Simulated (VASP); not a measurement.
# KF (Fm-3m) in VASP: notebook

The runs below take KF through single point, with PBE.

All numbers are computed with VASP 6.6.1; they aren't measurements. Logs are shortened: lines on timing, memory, paths and dates and some standing lists are left out, and cuts for length are marked.

**1. The cell of the first run**

The structure is cubic, space group Fm-3m (No. 225). The conventional cell has a = 5.260 Å, b = 5.260 Å, c = 5.260 Å, α = 90.00°, β = 90.00°, γ = 90.00°. Within 3.5 Å of K (site symmetry m-3m) lie 6 F at 2.63 Å. F (site symmetry m-3m) has 6 K at 2.63 Å within 3.5 Å.

**2. Single point, PBE**

INCAR

```
PREC = Accurate
ENCUT = 600
EDIFF = 1E-6
ISMEAR = 0
SIGMA = 0.01
LREAL = F
LASPH = T
NELM = 120
ALGO = Normal
ISIF = 2
LWAVE = F
LCHARG = T
GGA = PE
LELF = T
LVHAR = T
NBANDS = 15
GGA_COMPAT = F
```

KPOINTS

```
regular mesh
0
Gamma
  4 4 4
```

POSCAR

```
KF
1.0
    0.0000000000      2.6300000000      2.6300000000
    2.6300000000      0.0000000000      2.6300000000
    2.6300000000      2.6300000000      0.0000000000
K F
1 1
Direct
    0.0000000000      0.0000000000      0.0000000000
    0.5000000000      0.5000000000      0.5000000000
```

Potentials or basis: VASP PAW PBE potentials, release 64 (K_sv, F).

Launch:

```bash
cat potpaw_PBE.64/K_sv/POTCAR potpaw_PBE.64/F/POTCAR > POTCAR
mpirun -np 1 vasp_std > vasp.out
```

OUTCAR:

```text
PREC = Accurate
   ENCUT = 600
   EDIFF = 1E-6
   ISMEAR = 0
   LREAL = F
   LASPH = T
   NELM = 120
   ISIF = 2
   GGA = PE

 ion  position               nearest neighbor table
   1  0.000  0.000  0.000-   2 2.63   2 2.63   2 2.63   2 2.63   2 2.63   2 2.63
   2  0.500  0.500  0.500-   1 2.63   1 2.63   1 2.63   1 2.63   1 2.63   1 2.63

  LATTYP: Found a face centered cubic cell.
 ALAT       =     5.2600000000

  Lattice vectors:

 A1 = (   0.0000000000,   2.6300000000,   2.6300000000)
 A2 = (   2.6300000000,   0.0000000000,   2.6300000000)
 A3 = (   2.6300000000,   2.6300000000,   0.0000000000)

Analysis of symmetry for initial positions (statically):
=====================================================================
 Subroutine PRICEL returns:
 Original cell was already a primitive cell.

 Routine SETGRP: Setting up the symmetry group for a
 face centered cubic supercell.

 Subroutine GETGRP returns: Found 48 space group operations
 (whereof 48 operations were pure point group operations)
 out of a pool of 48 trial point group operations.

The static configuration has the point symmetry O_h .

Analysis of symmetry for dynamics (positions and initial velocities):
=====================================================================
 Subroutine PRICEL returns:
 Original cell was already a primitive cell.

 Routine SETGRP: Setting up the symmetry group for a
 face centered cubic supercell.

 Subroutine GETGRP returns: Found 48 space group operations
 (whereof 48 operations were pure point group operations)
 out of a pool of 48 trial point group operations.

The dynamic configuration has the point symmetry O_h .

 Subroutine INISYM returns: Found 48 space group operations
 (whereof 48 operations are pure point group operations),
 and found     1 'primitive' translations

----------------------------------------------------------------------------------------

                                     Primitive cell

  volume of cell :      36.3829

  direct lattice vectors                    reciprocal lattice vectors
     0.000000000  2.630000000  2.630000000    -0.190114068  0.190114068  0.190114068
     2.630000000  0.000000000  2.630000000     0.190114068 -0.190114068  0.190114068
     2.630000000  2.630000000  0.000000000     0.190114068  0.190114068 -0.190114068

  length of vectors
     3.719381669  3.719381669  3.719381669     0.329287226  0.329287226  0.329287226

  position of ions in fractional coordinates (direct lattice)
     0.000000000  0.000000000  0.000000000
     0.500000000  0.500000000  0.500000000

[... 70 lines left out ...]
   NELECT =      16.0000    total number of electrons
   NUPDOWN=      -1.0000    fix difference up-down
   EMIN   =  10.00;   EMAX   =-10.00  energy-range for DOS
   EFERMI =   0.00;   METHOD = LEGACY
   ISMEAR =     0;   SIGMA  =   0.01  broadening in eV -4-tet -1-fermi 0-gaus
   EFERMI_NEDOS =   21; number of points for ismear=-14 and -15
   IALGO  =     38    algorithm
   IMIX   =      4    mixing-type and parameters
     AMIX     =   0.40;   BMIX     =  1.00
     AMIX_MAG =   1.60;   BMIX_MAG =  1.00
  volume/ion in A,a.u.               =      18.19       122.76
  Fermi-wavevector in a.u.,A,eV,Ry     =   1.244942  2.352599 21.087402  1.549880
  Thomas-Fermi vector in A             =   2.379186
   LORBIT       =      0    0 simple, 1 ext, 2 COOP (PROOUT), +10 PAW based schemes
   GGA     = PE    functional components
   LHFCALC =     F    Hartree Fock is set to
   AEXX    =    0.0000 exact exchange contribution
   IVDW    =     0    specifies the selected vdW correction
   LEPSILON=     F    determine dielectric tensor
   LRPA    =     F    only Hartree local field effects (RPA)
 non-spin polarized calculation
 Gauss-broadening in eV      SIGMA  =   0.01
  energy-cutoff  :      600.00
  volume of cell :       36.38
 maximum number of plane-waves:      1243
 NGX is ok and might be reduce to    30
   NGX = 15   NGY = 15   NGZ = 15

 number of electron      16.0000009 magnetization

 Free energy of the ion-electron system (eV)
  ---------------------------------------------------
  ext. energy  EPLUGINS =         0.00000000
  ---------------------------------------------------
  free energy    TOTEN  =        -8.26409850 eV

  energy without entropy =       -8.26409850  energy(sigma->0) =       -8.26409850

 E-fermi :  -2.6129     XC(G=0):  -8.6209

 val. band max:       -2.6739970737   @ k =   0.0000   0.0000   0.0000
 cond. band min:       3.7485460968   @ k =   0.0000   0.0000   0.0000
 fundamental gap:      6.4225431704
 Fermi energy:        -2.6129162114

 k-point     1 :       0.0000    0.0000    0.0000
  band No.  band energies     occupation
      1     -28.6831      2.00000
      2     -21.3563      2.00000
      3     -11.8960      2.00000
      4     -11.8960      2.00000
      5     -11.8960      2.00000
      6      -2.6740      2.00000
      7      -2.6740      2.00000
      8      -2.6740      2.00000
      9       3.7485      0.00000
     10       8.1367      0.00000
     11       8.1367      0.00000
     12       8.1367      0.00000
     13       9.8731      0.00000
     14       9.8731      0.00000
[... 113 lines left out ...]
      2     -21.4158      2.00000
      3     -12.3446      2.00000
      4     -12.3446      2.00000
      5     -11.9896      2.00000
      6      -3.1150      2.00000
      7      -2.8225      2.00000
      8      -2.8225      2.00000
      9       7.2210      0.00000
     10       7.2210      0.00000
     11       8.7958      0.00000
     12      11.0845      0.00000
     13      11.8621      0.00000
     14      12.7379      0.00000
     15      13.9380      0.00000

------------------------ aborting loop because EDIFF is reached ----------------------------------------

  FORCE on cell =-STRESS in cart. coord.  units (eV):
  Direction    XX          YY          ZZ          XY          YZ          ZX
  --------------------------------------------------------------------------------------
  -------------------------------------------------------------------------------------
  Total        0.7506211      0.7506211      0.7506211     -0.0000000     -0.0000000      0.0000000
  in kB       33.0547683     33.0547683     33.0547683     -0.0000000     -0.0000000      0.0000000
  external PRESSURE =      33.0547683 kB  Pullay stress =       0.0000000 kB

 VOLUME and BASIS-vectors are now :
 -----------------------------------------------------------------------------
  energy-cutoff  :      600.00
  volume of cell :       36.38
      direct lattice vectors                 reciprocal lattice vectors
     0.000000000  2.630000000  2.630000000    -0.190114068  0.190114068  0.190114068
     2.630000000  0.000000000  2.630000000     0.190114068 -0.190114068  0.190114068
     2.630000000  2.630000000  0.000000000     0.190114068  0.190114068 -0.190114068

 POSITION                                       TOTAL-FORCE (eV/Angst)
 -----------------------------------------------------------------------------------
      0.00000      0.00000      0.00000        -0.000000      0.000000      0.000000
      2.63000      2.63000      2.63000         0.000000     -0.000000     -0.000000
 -----------------------------------------------------------------------------------
    total drift:                                0.000000      0.000000      0.000000

  FREE ENERGIE OF THE ION-ELECTRON SYSTEM (eV)
  ---------------------------------------------------
  free  energy   TOTEN  =        -8.2640984994 eV

  energy  without entropy=       -8.2640984994  energy(sigma->0) =       -8.26409850
```

OSZICAR:

```text
N       E                     dE             d eps       ncg     rms          rms(c)
DAV:   1     0.118539010313E+03    0.11854E+03   -0.89893E+03   240   0.117E+03
DAV:   2    -0.424134772287E+01   -0.12278E+03   -0.11536E+03   317   0.300E+02
DAV:   3    -0.937517296318E+01   -0.51338E+01   -0.51182E+01   310   0.549E+01
DAV:   4    -0.951416546864E+01   -0.13899E+00   -0.13897E+00   332   0.856E+00
DAV:   5    -0.951469093313E+01   -0.52546E-03   -0.52546E-03   317   0.616E-01    0.641E+00
DAV:   6    -0.829187852838E+01    0.12228E+01   -0.34599E+00   247   0.153E+01    0.431E+00
DAV:   7    -0.826586498836E+01    0.26014E-01   -0.67343E-02   275   0.226E+00    0.243E+00
DAV:   8    -0.826197198270E+01    0.38930E-02   -0.48952E-02   261   0.222E+00    0.190E-01
DAV:   9    -0.826344369033E+01   -0.14717E-02   -0.37913E-03   268   0.520E-01    0.126E-01
DAV:  10    -0.826397184086E+01   -0.52815E-03   -0.43289E-04   254   0.183E-01    0.587E-02
DAV:  11    -0.826409950720E+01   -0.12767E-03   -0.13170E-04   254   0.971E-02    0.200E-02
DAV:  12    -0.826409879399E+01    0.71322E-06   -0.12855E-05   311   0.362E-02    0.479E-03
DAV:  13    -0.826409849938E+01    0.29460E-06   -0.23597E-06   268   0.141E-02
   1 F= -.82640985E+01 E0= -.82640985E+01  d E =-.165717E-19
```

stdout:

```text
POSCAR found type information on POSCAR K F
 POSCAR found :  2 types and       2 ions
 scaLAPACK will be used
 LDA part: xc-table for (Slater+PW92), standard interpolation
 POSCAR, INCAR and KPOINTS ok, starting setup
 FFT: planning ... GRIDC
 FFT: planning ... GRID_SOFT
 FFT: planning ... GRID
 WAVECAR not read
 entering main loop
```

It took 6.3 s on 1 thread of AMD EPYC 7R13, shared host; peak memory 0.13 GiB.

What came out:

```
Free energy            : -8.2641 eV
Pressure               : 3.3 GPa
Band gap on the k mesh : 6.42 eV
```

Caveat: the k points lie up to 0.52 Å⁻¹ apart.

**3. Single point, PBE**

INCAR

```
SYSTEM = KF
PREC = Accurate ; ENCUT = 600
EDIFF = 1E-6 ; ISMEAR = 0
SIGMA = 0.01 ; LREAL = .FALSE.
LASPH = .TRUE. ; NELM = 120
ALGO = Normal ; ISIF = 2
LWAVE = .FALSE. ; LCHARG = .FALSE.
GGA = PE ; NBANDS = 15
GGA_COMPAT = .FALSE.
```

KPOINTS

```
regular mesh
0
G
  4 4 4
  0 0 0
```

POSCAR is that of step 2.

Potentials or basis: VASP PAW PBE potentials, release 64 (K_sv, F).

Launch:

```bash
cat potpaw_PBE.64/K_sv/POTCAR potpaw_PBE.64/F/POTCAR > POTCAR
mpirun -np 1 vasp_std > vasp.out
```

Wall time 5.6 s (1 thread of AMD EPYC 7R13, shared host); peak memory 0.13 GiB.

The run converged. Its results:

```yaml
Free_energy: -8.2641 eV
Pressure: 3.3 GPa
Band_gap_on_the_k_mesh: 6.42 eV
```

Levels at points of the mesh, in eV from the valence-band top:
| k point | band 4 | band 5 | band 6 | band 7 | band 8 | band 9 | band 10 | band 11 | band 12 | band 13 |
| --- | --- | --- | --- | --- | --- | --- | --- | --- | --- | --- |
| (0.00, 0.00, 0.00) | -9.22 | -9.22 | 0.00 | 0.00 | 0.00 | 6.42 | 10.81 | 10.81 | 10.81 | 12.55 |
| (0.50, 0.00, 0.00) | -9.26 | -9.26 | -0.85 | -0.39 | -0.39 | 9.27 | 10.97 | 12.30 | 12.30 | 14.62 |
| (0.50, 0.50, 0.00) | -9.47 | -9.47 | -0.19 | -0.05 | -0.05 | 8.24 | 10.57 | 12.20 | 13.87 | 14.53 |

Caveat: the k points lie up to 0.52 Å⁻¹ apart.

**4. Single point, PBE**

This run uses another cell than the first one, of 17.10 Å³/atom.

INCAR

```
PREC = Accurate ; ENCUT = 600
EDIFF = 1E-6 ; ISMEAR = 0
SIGMA = 0.01 ; LREAL = False
LASPH = True ; NELM = 120
ALGO = Normal ; ISIF = 2
LWAVE = False ; LCHARG = True
GGA = PE ; LELF = True
LVHAR = True ; NBANDS = 15
GGA_COMPAT = False
```

KPOINTS

```
regular mesh
0
Gamma
  4 4 4
```

POSCAR

```
KF
1.0
    0.0000000000      2.5763114700      2.5763114700
    2.5763114700      0.0000000000      2.5763114700
    2.5763114700      2.5763114700      0.0000000000
K F
1 1
Direct
    0.0000000000      0.0000000000      0.0000000000
    0.5000000000      0.5000000000      0.5000000000
```

Launch:

```bash
cat potpaw_PBE.64/K_sv/POTCAR potpaw_PBE.64/F/POTCAR > POTCAR
mpirun -np 1 vasp_std > vasp.out
```

Wall time 6.2 s (1 thread of AMD EPYC 7R13, shared host); peak memory 0.13 GiB.

It converged, with:

```
Free energy            : -8.1948 eV
Pressure               : 6.5 GPa
Band gap on the k mesh : 6.78 eV
```

Levels at points of the mesh, in eV from the valence-band top:
```tsv
k point	band 6	band 7	band 8	band 9	band 10	band 11
(0.00, 0.00, 0.00)	0.00	0.00	0.00	6.78	10.97	10.97
(0.50, 0.00, 0.00)	-0.92	-0.45	-0.45	9.53	11.46	12.60
(0.50, 0.50, 0.00)	-0.14	-0.03	-0.03	8.27	10.93	12.73
```

Caveat: the k points lie up to 0.53 Å⁻¹ apart.

**5. Single point, PBE**

This run uses another cell than the first one, of 19.28 Å³/atom.

INCAR

```
SYSTEM = KF
PREC = Accurate
ENCUT = 600
EDIFF = 1E-6
ISMEAR = 0
SIGMA = 0.01
LREAL = .False.
LASPH = .True.
NELM = 120
ALGO = Normal
ISIF = 2
LWAVE = .False.
LCHARG = .True.
GGA = PE
LELF = .True.
LVHAR = .True.
NBANDS = 15
GGA_COMPAT = .False.
```

KPOINTS

```
Automatic mesh
0
Gamma
  4 4 4
  0 0 0
```

POSCAR

```
KF
1.0
    0.0000000000      2.6815817200      2.6815817200
    2.6815817200      0.0000000000      2.6815817200
    2.6815817200      2.6815817200      0.0000000000
K F
1 1
Direct
    0.0000000000      0.0000000000      0.0000000000
    0.5000000000      0.5000000000      0.5000000000
```

Launch:

```bash
cat potpaw_PBE.64/K_sv/POTCAR potpaw_PBE.64/F/POTCAR > POTCAR
mpirun -np 1 vasp_std > vasp.out
```

It took 6.4 s on 1 thread of AMD EPYC 7R13, shared host; peak memory 0.13 GiB.

Results (log left out):

```yaml
Free_energy: -8.2956 eV
Pressure: 1.0 GPa
Band_gap_on_the_k_mesh: 6.11 eV
```

Levels at points of the mesh, in eV from the valence-band top:
| k point | band 6 | band 7 | band 8 | band 9 | band 10 | band 11 |
| --- | --- | --- | --- | --- | --- | --- |
| (0.00, 0.00, 0.00) | 0.00 | 0.00 | 0.00 | 6.11 | 10.65 | 10.65 |
| (0.50, 0.00, 0.00) | -0.78 | -0.34 | -0.34 | 9.02 | 10.52 | 12.02 |
| (0.50, 0.50, 0.00) | -0.22 | -0.06 | -0.06 | 8.19 | 10.24 | 11.72 |

Caveat: the k points lie up to 0.51 Å⁻¹ apart.

**6. Single point, PBE**

This run uses another cell than the first one, of 19.28 Å³/atom.

INCAR

```
PREC = Accurate
ENCUT = 600
EDIFF = 1E-6
ISMEAR = 0
SIGMA = 0.01
LREAL = F
LASPH = T
NELM = 120
ALGO = Normal
ISIF = 2
LWAVE = F
LCHARG = F
GGA = PE
NBANDS = 15
GGA_COMPAT = F
```

KPOINTS

```
regular mesh
0
Gamma
  4 4 4
```

POSCAR is that of step 5.

Potentials or basis: VASP PAW PBE potentials, release 64 (K_sv, F).

Launch:

```bash
cat potpaw_PBE.64/K_sv/POTCAR potpaw_PBE.64/F/POTCAR > POTCAR
mpirun -np 1 vasp_std > vasp.out
```

It took 5.7 s on 1 thread of AMD EPYC 7R13, shared host; peak memory 0.13 GiB.

Results (log left out):

```yaml
Free_energy: -8.2956 eV
Pressure: 1.0 GPa
Band_gap_on_the_k_mesh: 6.11 eV
```

Levels at points of the mesh, in eV from the valence-band top:
```tsv
k point	band 5	band 6	band 7	band 8	band 9	band 10	band 11	band 12
(0.00, 0.00, 0.00)	-9.43	0.00	0.00	0.00	6.11	10.65	10.65	10.65
(0.50, 0.00, 0.00)	-9.46	-0.78	-0.34	-0.34	9.02	10.52	12.02	12.02
(0.50, 0.50, 0.00)	-9.63	-0.22	-0.06	-0.06	8.19	10.24	11.72	13.55
```

Caveat: the k points lie up to 0.51 Å⁻¹ apart.

**7. Overview**

| cell | gap on the mesh (eV) | pressure (GPa) |
| --- | --- | --- |
| a = 3.719 Å, angles 60.0°, 2 atoms | 6.42 | 3.3 |
| a = 3.643 Å, angles 60.0°, 2 atoms | 6.78 | 6.5 |
| a = 3.792 Å, angles 60.0°, 2 atoms | 6.11 | 1.0 |

Alike in all rows: task single point; level PBE; potentials or basis VASP PAW PBE potentials, release 64 (K_sv, F); no spin polarisation; k mesh 4 × 4 × 4; cutoff (eV) 600; smearing gaussian 0.01 eV.

Caveats: all runs use coarse meshes.

Total energies depend on the potentials used, so only differences within one code and one set of settings carry meaning.
